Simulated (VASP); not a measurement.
# I in VASP: notebook, part 2 of 2

VASP 6.6.1.

## 3. Single point, r2SCAN

This run uses another cell than the first one, of 29.72 Å³/atom.

Input file POSCAR:

```
I
1.0
    0.0000000000      2.1772632834      3.1346533988
    2.1772962805      0.0000000000      3.1346533988
    2.1772962805      2.1772632834      0.0000000000
I
1
Direct
    0.0000000000      0.0000000000      0.0000000000
```

Input file INCAR.step1:

```
SYSTEM = I
ALGO = Normal
EDIFF = 1E-4
ENCUT = 520
GGA = PE
ISMEAR = -1
LASPH = .TRUE.
LCHARG = .FALSE.
LREAL = .FALSE.
LWAVE = .TRUE.
NBANDS = 10
NELM = 100
PREC = Accurate
SIGMA = 0.05
```

Input file INCAR.step2:

```
SYSTEM = I
ALGO = Normal
EDIFF = 1E-6
ENCUT = 520
ISIF = 2
ISMEAR = -1
ISTART = 1
LASPH = .TRUE.
LCHARG = .FALSE.
LMIXTAU = .TRUE.
LREAL = .FALSE.
LWAVE = .FALSE.
METAGGA = R2SCAN
NBANDS = 10
NELM = 100
PREC = Accurate
SIGMA = 0.05
```

Input file KPOINTS:

```
k-points
0
G
  9 9 9
  0 0 0
```

Potentials or basis: VASP PAW PBE potentials, release 64 (I).

Started as:

```bash
cat potpaw_PBE.64/I/POTCAR > POTCAR
cp INCAR.step1 INCAR
mpirun -np 1 vasp_std > vasp.out
cp INCAR.step2 INCAR
mpirun -np 1 vasp_std > vasp.out
```

OUTCAR:

```text
SYSTEM = I
   EDIFF = 1E-6
   ENCUT = 520
   ISIF = 2
   ISMEAR = -1
   ISTART = 1
   LASPH = .TRUE.
   LREAL = .FALSE.
   METAGGA = R2SCAN
   NELM = 100
   PREC = Accurate

 ion  position               nearest neighbor table
   1  0.000  0.000  0.000-

  LATTYP: Found a face centered orthorhombic cell.
 ALAT       =     4.3545265668
 B/A-ratio  =     1.0000151553
 C/A-ratio  =     1.4397217933

  Lattice vectors:

 A1 = (   2.1772962805,   0.0000000000,  -3.1346533988)
[... 491 lines left out ...]
     10      26.4017      0.00000

 [... further k-points ...]

------------------------ aborting loop because EDIFF is reached ----------------------------------------

  FORCE on cell =-STRESS in cart. coord.  units (eV):
  Direction    XX          YY          ZZ          XY          YZ          ZX
  --------------------------------------------------------------------------------------
  -------------------------------------------------------------------------------------
  Total        1.8301750      1.8302160      1.8390073     -0.0000000      0.0000000      0.0000000
  in kB       98.6632015     98.6654100     99.1393418     -0.0000000      0.0000000      0.0000000
  external PRESSURE =      98.8226511 kB  Pullay stress =       0.0000000 kB

 VOLUME and BASIS-vectors are now :
 -----------------------------------------------------------------------------
  energy-cutoff  :      520.00
  volume of cell :       29.72
      direct lattice vectors                 reciprocal lattice vectors
     0.000000000  2.177263283  3.134653399    -0.229642610  0.229646090  0.159507268
     2.177296280  0.000000000  3.134653399     0.229642610 -0.229646090  0.159507268
     2.177296280  2.177263283  0.000000000     0.229642610  0.229646090 -0.159507268

 POSITION                                       TOTAL-FORCE (eV/Angst)
 -----------------------------------------------------------------------------------
      0.00000      0.00000      0.00000         0.000000      0.000000     -0.000000
 -----------------------------------------------------------------------------------
    total drift:                                0.000000      0.000000     -0.000000

  FREE ENERGIE OF THE ION-ELECTRON SYSTEM (eV)
  ---------------------------------------------------
  free  energy   TOTEN  =       -24.1731542660 eV

  energy  without entropy=      -24.1695782533  energy(sigma->0) =      -24.17136626
```

Wall time 1.9 min (1 thread of Oxide Virtual Turin-like, shared host); peak memory 0.14 GiB.

What came out:

| Property | Result |
| --- | --- |
| Free energy | -24.1732 eV |
| Pressure | 9.9 GPa |
| Band gap on the k mesh | zero (an odd number of electrons rules out a gap without spin polarisation) |

Caveat: the cell stands under pressure; the PAW data sets were made with another functional, which shifts forces and pressure a little; spin-orbit coupling is left out, which moves the levels of the heavy elements; an odd number of electrons without spin polarisation forces a metal; a magnetic or distorted state may lie lower.

## 4. Single point, r2SCAN

This run uses another cell than the first one, of 32.74 Å³/atom.

Input file POSCAR:

```
I
1.0
    0.0000000000      2.2173875630      3.3280922198
    2.2179269885      0.0000000000      3.3280922198
    2.2179269885      2.2173875630      0.0000000000
I
1
Direct
    0.0000000000      0.0000000000      0.0000000000
```

Input file INCAR.step1:

```
PREC = Accurate ; ENCUT = 520
ISMEAR = -1 ; SIGMA = 0.05
LREAL = False ; LASPH = True
NELM = 60 ; NBANDS = 10
GGA = PE ; ALGO = Normal
EDIFF = 1E-4 ; LWAVE = True
LCHARG = False
```

Input file INCAR.step2:

```
PREC = Accurate ; ENCUT = 520
EDIFF = 1E-6 ; ISMEAR = -1
SIGMA = 0.05 ; LREAL = False
LASPH = True ; NELM = 60
ALGO = Normal ; ISIF = 2
LWAVE = False ; LCHARG = False
METAGGA = R2SCAN ; LMIXTAU = True
NBANDS = 10 ; ISTART = 1
```

Input file KPOINTS:

```
regular mesh
0
Gamma
  9 9 9
```

Started as:

```bash
cat potpaw_PBE.64/I/POTCAR > POTCAR
cp INCAR.step1 INCAR
mpirun -np 1 vasp_std > vasp.out
cp INCAR.step2 INCAR
mpirun -np 1 vasp_std > vasp.out
```

Run time: 2.7 min. Hardware: 1 thread of Oxide Virtual Turin-like, shared host; peak memory 0.15 GiB.

Results (log left out):

```
Free energy            : -24.3093 eV
Pressure               : 4.9 GPa
Band gap on the k mesh : zero (an odd number of electrons rules out a gap without spin polarisation)
```

Levels at points of the mesh, in eV from the Fermi level:
```csv
k point,band 1,band 2,band 3,band 4,band 5,band 6,band 7,band 8,band 9
"(0.00, 0.00, 0.00)",-15.34,-1.32,1.23,1.23,6.11,7.91,9.63,12.26,12.26
```

Caveat: the cell stands under pressure; the PAW data sets were made with another functional, which shifts forces and pressure a little; spin-orbit coupling is left out, which moves the levels of the heavy elements; an odd number of electrons without spin polarisation forces a metal; a magnetic or distorted state may lie lower.

## 5. Summary

| cell | gap on the mesh (eV) | pressure (GPa) |
| --- | --- | --- |
| a = 3.632, b = 3.586, c = 3.001 Å, angles 66.2, 64.6, 49.1°, 1 atom | none | 19.9 |
| a = 3.817, b = 3.817, c = 3.079 Å, angles 66.2, 66.2, 47.6°, 1 atom | none | 9.9 |
| a = 3.999, b = 3.999, c = 3.136 Å, angles 66.9, 66.9, 46.2°, 1 atom | none | 4.9 |

Alike in all rows: task single point; level r2SCAN; potentials or basis VASP PAW PBE potentials, release 64 (I); no spin polarisation; k mesh 9 × 9 × 9; cutoff (eV) 520; smearing fermi-dirac 0.05 eV.

Caveats: the cell stands under pressure; the PAW data sets were made with another functional, which shifts forces and pressure a little; spin-orbit coupling is left out, which moves the levels of the heavy elements; an odd number of electrons without spin polarisation forces a metal; a magnetic or distorted state may lie lower.

Total energies depend on the potentials used, so only differences within one code and one set of settings carry meaning.
